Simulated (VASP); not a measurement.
## CdF2: single point with PBE

CdF2:

```
Cd F
1.0
     0.00000    2.69400    2.69400
     2.69400    0.00000    2.69400
     2.69400    2.69400    0.00000
Cd F
1 2
Direct
  0.02813 0.02813 0.02813
  0.25000 0.25000 0.25000
  0.75000 0.75000 0.75000
```

This cell differs from its parent crystal: all Cd atoms moved +0.263 Å, as atom 1 along Cartesian [1 1 1].

```yaml
Program: VASP 6.6.1
Task: single point
Functional: PBE
Potentials_or_basis: VASP PAW PBE potentials, release 64 (Cd_sv_GW, F)
Cutoff: 700 eV
k_mesh: 8 × 8 × 8
Occupations: gaussian, width 0.05 eV
Spin: no spin polarisation
Dipole_correction: no
Further_INCAR_settings: ALGO = Normal; EDIFF = 1e-06; NBANDS = 24
```

* Pressure: 9.1 GPa
* Largest force: 1.922 eV/Å
* Band gap on the k mesh: 3.15 eV (least direct gap 3.63 eV)

Forces on the atoms (eV/Å):
```
Cd  -1.110 -1.110 -1.110
F    0.916  0.916  0.916
F    0.194  0.194  0.194
```

Stress tensor (GPa, compression positive):
```
9.12 2.79 2.79
2.79 9.12 2.79
2.79 2.79 9.12
```

Levels at points of the mesh, in eV from the valence-band top:
| k point | band 14 | band 15 | band 16 | band 17 | band 18 | band 19 | band 20 | band 21 |
| --- | --- | --- | --- | --- | --- | --- | --- | --- |
| (0.00, 0.00, 0.00) | -0.85 | -0.49 | -0.49 | -0.48 | 3.15 | 12.80 | 12.80 | 13.15 |
| (0.50, 0.00, 0.00) | -1.76 | -1.64 | -0.39 | -0.32 | 7.21 | 9.19 | 14.59 | 14.92 |
| (0.50, 0.50, 0.50) | -1.78 | -1.78 | -0.39 | -0.39 | 7.21 | 9.32 | 14.59 | 14.59 |
| (0.50, 0.50, 0.00) | -2.41 | -0.39 | -0.19 | 0.00 | 8.03 | 9.77 | 11.82 | 14.37 |

Wall time 43 s on 1 thread of Intel(R) Xeon(R) 6975P-C (Granite Rapids), on a shared host, peak memory 0.26 GiB.

Caveat: the cell differs from its parent crystal (all Cd atoms moved +0.263 Å, as atom 1 along Cartesian [1 1 1]); the cell stands under pressure; forces of over 1 eV/Å act on the atoms, so gaps and moduli don't describe the material at rest. A k mesh can miss the band edges.
